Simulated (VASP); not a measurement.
# Ti2C: single point with PBEsol

The system is Ti2C.

```
Ti C
1.0
     0.00000    4.31690    4.31690
     4.31690    0.00000    4.31690
     4.31690    4.31690    0.00000
Ti C
8 4
Direct
  0.85441 0.38186 0.38186
  0.38186 0.38186 0.38186
  0.38186 0.38186 0.85441
  0.86814 0.39559 0.86814
  0.86814 0.86814 0.86814
  0.39559 0.86814 0.86814
  0.86814 0.86814 0.39559
  0.38186 0.85441 0.38186
  0.62500 0.62500 0.62500
  0.12500 0.62500 0.62500
  0.62500 0.62500 0.12500
  0.62500 0.12500 0.62500
```

```json
{
 "Program": "VASP 6.6.1",
 "Task": "single point",
 "Functional": "PBEsol",
 "Potentials or basis": "VASP PAW PBE potentials, release 64 (Ti_sv, C)",
 "Cutoff": "520 eV",
 "k mesh": "8 × 8 × 8",
 "Occupations": "gaussian, width 0.1 eV",
 "Spin": "no spin polarisation"
}
```

The pressure is -4.0 GPa. The largest force is 0.024 eV/Å and the band gap on the k mesh is zero (bands 56 and 57 overlap by 0.40 eV).

Forces on the atoms (eV/Å):
```
Ti  -0.014  0.014  0.014
Ti  -0.014 -0.014 -0.014
Ti   0.014  0.014 -0.014
Ti  -0.014  0.014 -0.014
Ti   0.014  0.014  0.014
Ti   0.014 -0.014 -0.014
Ti  -0.014 -0.014  0.014
Ti   0.014 -0.014  0.014
C    0.000  0.000  0.000
C    0.000  0.000  0.000
C    0.000  0.000  0.000
C    0.000  0.000  0.000
```

Levels at points of the mesh, in eV from the Fermi level:
| k point | band 52 | band 53 | band 54 | band 55 | band 56 | band 57 | band 58 | band 59 | band 60 | band 61 |
| --- | --- | --- | --- | --- | --- | --- | --- | --- | --- | --- |
| (0.00, 0.00, 0.00) | -1.55 | -0.64 | -0.64 | -0.64 | 0.30 | 0.72 | 0.72 | 0.72 | 1.12 | 1.12 |
| (0.50, 0.00, 0.00) | -0.79 | -0.79 | -0.70 | -0.70 | -0.26 | 0.39 | 0.75 | 0.75 | 0.78 | 0.78 |
| (0.50, 0.50, 0.00) | -0.69 | -0.62 | -0.62 | -0.49 | -0.49 | 0.36 | 0.36 | 0.52 | 0.52 | 0.66 |

It took 4.2 min on 1 thread of Intel(R) Xeon(R) 6975P-C (Granite Rapids) (shared host), peak memory 0.44 GiB.

Caveat: the cell stands under tension; the PAW data sets were made with another functional, which shifts forces and pressure a little.
